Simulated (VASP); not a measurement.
Runs of VASP 6.6.1 on B2P3. The structure is that of space group Pm-3m (No. 221), or close to it. The cells are those of the table. 

```tsv
task	cell	k mesh	cutoff (eV)	gap on the mesh (eV)	pressure (GPa)	relaxed volume (Å³/atom)
relaxation of cell and atoms	relaxed from a = 3.998 Å, 5 atoms	10 × 10 × 10	600	none	-0.1	12.85
relaxation of cell and atoms	relaxed from a = 4.232 Å, 5 atoms	4 × 4 × 4	600	none	0.0	(a)
single point	a = 4.232 Å, 5 atoms	4 × 4 × 4	520	none	(b)	-
single point	a = 4.007 Å, 5 atoms	10 × 10 × 10	520	none	-0.2	-
single point	a = 3.998 Å, 5 atoms	4 × 4 × 4	520	none	-0.3	-
```

Alike in all rows: level PBE; potentials or basis VASP PAW PBE potentials, release 64 (B, P); no spin polarisation; smearing gaussian 0.1 eV.

Fill in the values left out.

(a) 12.74; (b) -12.8.

Caveats: some runs use coarse meshes; the volume moved by over 15 % at a fixed basis, so the end points are rough (some runs).

A gap of «none» marks levels without a gap at the run's occupations.
